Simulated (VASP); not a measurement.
# Bi (Im-3m) in VASP: a series of runs, part 2 of 2

VASP 6.6.1. The steps go on from the part before.

### 4 Single point, LDA

This run uses another cell than the first one, of 29.26 Å³/atom, 1.125 times its volume.

Input file INCAR:

```
  ALGO = Normal
  EDIFF = 1E-7
  ENCUT = 520
  ISIF = 2
  ISMEAR = 0
  LASPH = T
  LCHARG = F
  LREAL = F
  LWAVE = F
  NBANDS = 14
  NELM = 100
  PREC = Accurate
  SIGMA = 0.1
```

Input file KPOINTS:

```
k-points
0
Gamma
  16 16 16
```

Input file POSCAR:

```
Bi
1.0
   -1.9411403360      1.9411403360      1.9411403360
    1.9411403360     -1.9411403360      1.9411403360
    1.9411403360      1.9411403360     -1.9411403360
Bi
1
Direct
    0.0000000000      0.0000000000      0.0000000000
```

Potentials or basis: VASP PAW LDA potentials, release 64 (Bi_d).

Started as:

```
cat potpaw_LDA.64/Bi_d/POTCAR > POTCAR
mpirun -np 1 vasp_std > vasp.out
```

OUTCAR:

```text
EDIFF = 1E-7
   ENCUT = 520
   ISIF = 2
   ISMEAR = 0
   LASPH = T
   LREAL = F
   NELM = 100
   PREC = Accurate

 ion  position               nearest neighbor table
   1  0.000  0.000  0.000-

  LATTYP: Found a body centered cubic cell.
 ALAT       =     3.8822806720

  Lattice vectors:

 A1 = (  -1.9411403360,   1.9411403360,   1.9411403360)
 A2 = (   1.9411403360,  -1.9411403360,   1.9411403360)
 A3 = (   1.9411403360,   1.9411403360,  -1.9411403360)

Analysis of symmetry for initial positions (statically):
=====================================================================
 Subroutine PRICEL returns:
 Original cell was already a primitive cell.

 Routine SETGRP: Setting up the symmetry group for a
 body centered cubic supercell.

 Subroutine GETGRP returns: Found 48 space group operations
 (whereof 48 operations were pure point group operations)
 out of a pool of 48 trial point group operations.

The static configuration has the point symmetry O_h .

Analysis of symmetry for dynamics (positions and initial velocities):
=====================================================================
[... 162 lines left out ...]
 Fermi energy:         8.4490904187

 k-point     1 :       0.0000    0.0000    0.0000
  band No.  band energies     occupation
      1     -14.5594      2.00000
      2     -14.5594      2.00000
      3     -14.5594      2.00000
      4     -14.3990      2.00000
      5     -14.3990      2.00000
      6      -5.5084      2.00000
      7      13.9741      0.00000
      8      13.9741      0.00000
      9      13.9741      0.00000
     10      18.5278      0.00000
     11      18.9992      0.00000
     12      18.9992      0.00000
     13      18.9992      0.00000
     14      20.5938      0.00000
[... 377 lines left out ...]
      1     -14.5761      2.00000
      2     -14.5110      2.00000
      3     -14.4241      2.00000
      4     -14.4153      2.00000
      5     -14.3574      2.00000
      6      -2.9150      2.00000
      7       5.3525      2.00000
      8       8.3058      1.95730
      9      11.5132      0.00000
     10      16.7402      0.00000
     11      18.1216      0.00000
     12      20.4710      0.00000
     13      22.7193      0.00000
     14      22.9556      0.00000

 [... further k-points ...]
[... 5 lines left out ...]
  --------------------------------------------------------------------------------------
  -------------------------------------------------------------------------------------
  Total        0.0141103      0.0141103      0.0141103      0.0000000      0.0000000      0.0000000
  in kB        0.7727097      0.7727097      0.7727097      0.0000000      0.0000000      0.0000000
  external PRESSURE =       0.7727097 kB  Pullay stress =       0.0000000 kB

 VOLUME and BASIS-vectors are now :
 -----------------------------------------------------------------------------
  energy-cutoff  :      520.00
  volume of cell :       29.26
      direct lattice vectors                 reciprocal lattice vectors
    -1.941140336  1.941140336  1.941140336     0.000000000  0.257580552  0.257580552
     1.941140336 -1.941140336  1.941140336     0.257580552  0.000000000  0.257580552
     1.941140336  1.941140336 -1.941140336     0.257580552  0.257580552  0.000000000

 POSITION                                       TOTAL-FORCE (eV/Angst)
 -----------------------------------------------------------------------------------
      0.00000      0.00000      0.00000         0.000000      0.000000      0.000000
 -----------------------------------------------------------------------------------
    total drift:                                0.000000     -0.000000     -0.000000

  FREE ENERGIE OF THE ION-ELECTRON SYSTEM (eV)
  ---------------------------------------------------
  free  energy   TOTEN  =        -4.4674356281 eV

  energy  without entropy=       -4.4643519216  energy(sigma->0) =       -4.46589377
```

OSZICAR:

```text
N       E                     dE             d eps       ncg     rms          rms(c)
DAV:   1     0.113835861312E+03    0.11384E+03   -0.76531E+03  4116   0.125E+03
DAV:   2     0.209884097736E+01   -0.11174E+03   -0.10816E+03  4432   0.341E+02
DAV:   3    -0.432009389462E+01   -0.64189E+01   -0.63977E+01  5088   0.789E+01
DAV:   4    -0.447042640619E+01   -0.15033E+00   -0.15030E+00  5182   0.128E+01
DAV:   5    -0.447636107419E+01   -0.59347E-02   -0.59345E-02  5770   0.232E+00    0.481E-01
DAV:   6    -0.446968452940E+01    0.66765E-02   -0.80927E-03  5540   0.127E+00    0.271E-01
DAV:   7    -0.446753439196E+01    0.21501E-02   -0.41946E-03  5404   0.922E-01    0.736E-02
DAV:   8    -0.446743553124E+01    0.98861E-04   -0.37354E-04  5294   0.296E-01    0.748E-03
DAV:   9    -0.446743541286E+01    0.11838E-06   -0.87083E-06  6040   0.378E-02    0.339E-03
DAV:  10    -0.446743562819E+01   -0.21533E-06   -0.40374E-07  5228   0.554E-03    0.282E-04
DAV:  11    -0.446743562808E+01    0.11551E-09   -0.13690E-08  3722   0.153E-03
   1 F= -.44674356E+01 E0= -.44658938E+01  d E =-.308371E-02
```

stdout:

```text
POSCAR found type information on POSCAR Bi
 POSCAR found :  1 types and       1 ions
 scaLAPACK will be used
 LDA part: xc-table for (Slater(with rela. corr.)+CA(PZ))
 , standard interpolation
 POSCAR, INCAR and KPOINTS ok, starting setup
 FFT: planning ... GRIDC
 FFT: planning ... GRID_SOFT
 FFT: planning ... GRID
 WAVECAR not read
 entering main loop
```

Wall time 31 s (1 thread of Intel Xeon Platinum 8488C (Sapphire Rapids), shared host); peak memory 0.17 GiB.

What came out:

| Property | Result |
| --- | --- |
| Free energy | -4.4674 eV |
| Pressure | 0.1 GPa |

Levels at points of the mesh, in eV from the Fermi level:
```
           k point  band 3  band 4  band 5  band 6  band 7  band 8  band 9  band 10  band 11  band 12
(0.00, 0.00, 0.00)  -23.01  -22.85  -22.85  -13.96    5.53    5.53    5.53    10.08    10.55    10.55
(0.50, 0.00, 0.00)  -22.86  -22.86  -22.75  -10.56   -5.41    1.67    3.61     6.29     7.82    12.78
(0.50, 0.50, 0.50)  -22.77  -22.77  -22.77   -8.17   -1.94   -1.94   -1.94     3.57     3.57    15.52
```

Caveat: spin-orbit coupling is left out, which moves the levels of the heavy elements.

### 5 Relaxation of cell and atoms, LDA

This run uses another cell than the first one, of 31.12 Å³/atom, 1.196 times its volume.

Input file INCAR:

```
SYSTEM = Bi
  ALGO = Normal
  EDIFF = 1E-6
  EDIFFG = -0.005
  ENCUT = 600
  GGA = CA
  IBRION = 2
  ISIF = 3
  ISMEAR = 0
  LASPH = .True.
  LCHARG = .False.
  LREAL = .False.
  LWAVE = .False.
  NELM = 60
  NSW = 100
  PREC = Accurate
  SIGMA = 0.1
```

Input file KPOINTS:

```
k-points
0
Gamma
  16 16 16
  0 0 0
```

Input file POSCAR:

```
Bi
1.0
   -1.9814305318      1.9814305318      1.9814305318
    1.9814305318     -1.9814305318      1.9814305318
    1.9814305318      1.9814305318     -1.9814305318
Bi
1
Direct
    0.0000000000      0.0000000000      0.0000000000
```

Started as:

```
cat potpaw_LDA.64/Bi_d/POTCAR > POTCAR
mpirun -np 1 vasp_std > vasp.out
```

Run time: 2.9 min. Hardware: 1 thread of Intel Xeon Platinum 8488C (Sapphire Rapids), shared host; peak memory 0.2 GiB.

It converged, with:

```yaml
Free_energy: -4.4676 eV
Relaxed_volume: 29.23 Å³/atom
Relaxed_cell: a = 3.361 Å, b = 3.361 Å, c = 3.361 Å, α = 109.47°, β = 109.47°, γ = 109.47°
Space_group_after_relaxing_to_0.05_Å: Im-3m (No. 229)
Energy_gained_by_relaxing: 19.1 meV/atom
Ionic_steps: 17
Pressure_after_relaxing: 0.0 GPa
```

The path:
```tsv
step	energy change (eV)	largest force (eV/Å)	pressure (GPa)	volume (Å³)
1	0.0000	0.0000	-3.16	31.12
2	-0.0134	0.0000	2.10	28.44
3	-0.0192	0.0000	0.04	29.32
4	-0.0192	0.0000	0.05	29.35
5	-0.0140	0.0000	-1.76	30.23
6	-0.0191	0.0000	-0.14	29.39
7	-0.0191	0.0000	-0.13	29.38
8	-0.0191	0.0000	-0.14	29.37
9	-0.0191	0.0000	-0.09	29.37
10	-0.0191	0.0000	-0.10	29.37
11	-0.0191	0.0000	-0.12	29.37
12	-0.0191	0.0000	-0.14	29.37
13	-0.0191	0.0000	-0.09	29.36
14	-0.0192	0.0000	-0.09	29.35
15	-0.0192	0.0000	-0.07	29.34
16	-0.0192	0.0000	-0.05	29.30
17	-0.0191	0.0000	0.01	29.23
```

Final structure:
```xyz
1
Lattice="-1.9405 1.9405 1.9405 1.9405 -1.9405 1.9405 1.9405 1.9405 -1.9405" Properties=species:S:1:pos:R:3 pbc="T T T"
Bi    1.9405   -1.9405    1.9405
```

Levels at points of the mesh, in eV from the Fermi level:
| k point | band 4 | band 5 | band 6 | band 7 | band 8 | band 9 | band 10 | band 11 |
| --- | --- | --- | --- | --- | --- | --- | --- | --- |
| (0.00, 0.00, 0.00) | -22.84 | -22.84 | -13.97 | 5.53 | 5.53 | 5.53 | 10.09 | 10.55 |
| (0.50, 0.00, 0.00) | -22.85 | -22.74 | -10.56 | -5.42 | 1.67 | 3.62 | 6.30 | 7.82 |
| (0.50, 0.50, 0.50) | -22.77 | -22.77 | -8.17 | -1.94 | -1.94 | -1.94 | 3.57 | 3.57 |

Caveat: spin-orbit coupling is left out, which moves the levels of the heavy elements.

### 6 Single point, LDA

This run uses another cell than the first one, of 21.49 Å³/atom, 0.826 times its volume.

Input file INCAR:

```
PREC = Accurate ; ENCUT = 520
EDIFF = 1E-7 ; ISMEAR = 0
SIGMA = 0.1 ; LREAL = False
LASPH = True ; NELM = 60
ALGO = Fast ; ISIF = 2
LWAVE = False ; LCHARG = False
GGA = CA ; NBANDS = 14
```

Input file KPOINTS:

```
Automatic mesh
0
Gamma
  8 8 8
```

Input file POSCAR:

```
Bi
1.0
   -1.7514061410      1.7514061410      1.7514061410
    1.7514061410     -1.7514061410      1.7514061410
    1.7514061410      1.7514061410     -1.7514061410
Bi
1
Direct
    0.0000000000      0.0000000000      0.0000000000
```

Potentials or basis: VASP PAW LDA potentials, release 64 (Bi_d).

Started as:

```
cat potpaw_LDA.64/Bi_d/POTCAR > POTCAR
mpirun -np 1 vasp_std > vasp.out
```

OUTCAR:

```text
PREC = Accurate
   ENCUT = 520
   EDIFF = 1E-7
   ISMEAR = 0
   LREAL = False
   LASPH = True
   NELM = 60
   ISIF = 2
   GGA = CA

 ion  position               nearest neighbor table
   1  0.000  0.000  0.000-

  LATTYP: Found a body centered cubic cell.
 ALAT       =     3.5028122820

  Lattice vectors:

 A1 = (  -1.7514061410,   1.7514061410,   1.7514061410)
 A2 = (   1.7514061410,  -1.7514061410,   1.7514061410)
 A3 = (   1.7514061410,   1.7514061410,  -1.7514061410)

Analysis of symmetry for initial positions (statically):
=====================================================================
 Subroutine PRICEL returns:
 Original cell was already a primitive cell.

 Routine SETGRP: Setting up the symmetry group for a
 body centered cubic supercell.

 Subroutine GETGRP returns: Found 48 space group operations
 (whereof 48 operations were pure point group operations)
 out of a pool of 48 trial point group operations.

The static configuration has the point symmetry O_h .

Analysis of symmetry for dynamics (positions and initial velocities):
=====================================================================
[... 162 lines left out ...]
 Fermi energy:        13.1755072088

 k-point     1 :       0.0000    0.0000    0.0000
  band No.  band energies     occupation
      1     -10.3384      2.00000
      2     -10.3384      2.00000
      3     -10.3384      2.00000
      4      -9.9304      2.00000
      5      -9.9304      2.00000
      6      -3.5985      2.00000
      7      21.5571      0.00000
      8      21.5571      0.00000
      9      21.5571      0.00000
     10      23.5031      0.00000
     11      23.5031      0.00000
     12      23.5031      0.00000
     13      27.8790      0.00000
     14      27.8793      0.00000
[... 377 lines left out ...]
      1     -10.2734      2.00000
      2     -10.1525      2.00000
      3     -10.1099      2.00000
      4      -9.9814      2.00000
      5      -9.8111      2.00000
      6       1.8087      2.00000
      7       9.8011      2.00000
      8      12.9599      1.99770
      9      14.2496      0.00000
     10      18.7755      0.00000
     11      24.0743      0.00000
     12      26.8538      0.00000
     13      27.3000      0.00000
     14      31.0523      0.00000

 [... further k-points ...]
[... 5 lines left out ...]
  --------------------------------------------------------------------------------------
  -------------------------------------------------------------------------------------
  Total        5.5198334      5.5198334      5.5198334      0.0000000      0.0000000     -0.0000000
  in kB      411.5437004    411.5437004    411.5437004      0.0000000      0.0000000     -0.0000000
  external PRESSURE =     411.5437004 kB  Pullay stress =       0.0000000 kB

 VOLUME and BASIS-vectors are now :
 -----------------------------------------------------------------------------
  energy-cutoff  :      520.00
  volume of cell :       21.49
      direct lattice vectors                 reciprocal lattice vectors
    -1.751406141  1.751406141  1.751406141     0.000000000  0.285484896  0.285484896
     1.751406141 -1.751406141  1.751406141     0.285484896  0.000000000  0.285484896
     1.751406141  1.751406141 -1.751406141     0.285484896  0.285484896  0.000000000

 POSITION                                       TOTAL-FORCE (eV/Angst)
 -----------------------------------------------------------------------------------
      0.00000      0.00000      0.00000         0.000000      0.000000      0.000000
 -----------------------------------------------------------------------------------
    total drift:                               -0.000000      0.000000      0.000000

  FREE ENERGIE OF THE ION-ELECTRON SYSTEM (eV)
  ---------------------------------------------------
  free  energy   TOTEN  =        -3.6754712899 eV

  energy  without entropy=       -3.6718467145  energy(sigma->0) =       -3.67365900
```

OSZICAR:

```text
N       E                     dE             d eps       ncg     rms          rms(c)
DAV:   1     0.117255249423E+03    0.11726E+03   -0.76236E+03   824   0.142E+03
DAV:   2     0.271532576234E+01   -0.11454E+03   -0.11042E+03   896   0.366E+02
DAV:   3    -0.356376911124E+01   -0.62791E+01   -0.62519E+01  1018   0.782E+01
DAV:   4    -0.369594726042E+01   -0.13218E+00   -0.13213E+00  1012   0.116E+01
DAV:   5    -0.370129516588E+01   -0.53479E-02   -0.53478E-02  1122   0.223E+00    0.877E-01
RMM:   6    -0.368411917721E+01    0.17176E-01   -0.61722E-03  1040   0.955E-01    0.479E-01
RMM:   7    -0.367555685682E+01    0.85623E-02   -0.80513E-03  1040   0.909E-01    0.628E-02
RMM:   8    -0.367544166579E+01    0.11519E-03   -0.20118E-03  1196   0.420E-01    0.203E-02
RMM:   9    -0.367546847219E+01   -0.26806E-04   -0.40768E-04  1284   0.172E-01    0.173E-02
RMM:  10    -0.367546842125E+01    0.50935E-07   -0.70799E-05  1241   0.963E-02    0.287E-03
RMM:  11    -0.367547116309E+01   -0.27418E-05   -0.26425E-05  1313   0.421E-02    0.247E-03
RMM:  12    -0.367547119286E+01   -0.29771E-07   -0.25548E-06  1150   0.168E-02    0.286E-04
RMM:  13    -0.367547128986E+01   -0.97006E-07   -0.98265E-07   888   0.779E-03
   1 F= -.36754713E+01 E0= -.36736590E+01  d E =-.362458E-02
```

stdout:

```text
POSCAR found type information on POSCAR Bi
 POSCAR found :  1 types and       1 ions
 scaLAPACK will be used
 LDA part: xc-table for (Slater(with rela. corr.)+CA(PZ))
 , standard interpolation
 POSCAR, INCAR and KPOINTS ok, starting setup
 FFT: planning ... GRIDC
 FFT: planning ... GRID_SOFT
 FFT: planning ... GRID
 WAVECAR not read
 entering main loop
 num prob RMM:  13    -0.367547128986E+01   -0.97006E-07   -0.98265E-07   888   0.779E-03
```

It took 3.3 s on 1 thread of Intel Xeon 6975P-C (Granite Rapids), shared host; peak memory 0.12 GiB.

Results:

| Property | Result |
| --- | --- |
| Free energy | -3.6755 eV |
| Pressure | 41.2 GPa |

Caveat: spin-orbit coupling is left out, which moves the levels of the heavy elements.

### 7 Overview

| task | cell | k mesh | cutoff (eV) | smearing | gap on the mesh (eV) | pressure (GPa) |
| --- | --- | --- | --- | --- | --- | --- |
| single point | a = 3.233 Å, angles 109.5°, 1 atom | 16 × 16 × 16 | 520 | fermi-dirac 0.1 eV | none | 10.3 |
| relaxation of cell and atoms | relaxed to 10.1 GPa from a = 3.234 Å, angles 109.5°, 1 atom | 16 × 16 × 16 | 600 | fermi-dirac 0.1 eV | none | 10.1 |
| single point | a = 3.362 Å, angles 109.5°, 1 atom | 16 × 16 × 16 | 520 | gaussian 0.1 eV | none | 0.1 |
| relaxation of cell and atoms | relaxed from a = 3.432 Å, angles 109.5°, 1 atom | 16 × 16 × 16 | 600 | gaussian 0.1 eV | none | 0.0 |
| single point | a = 3.034 Å, angles 109.5°, 1 atom | 8 × 8 × 8 | 520 | gaussian 0.1 eV | none | 41.2 |

Alike in all rows: level LDA; potentials or basis VASP PAW LDA potentials, release 64 (Bi_d); no spin polarisation.

Caveats: spin-orbit coupling is left out, which moves the levels of the heavy elements; the cell is relaxed towards a set pressure, so the enthalpy falls and the energy may rise (some runs).

Absolute energies hang on the potentials; compare differences alone.
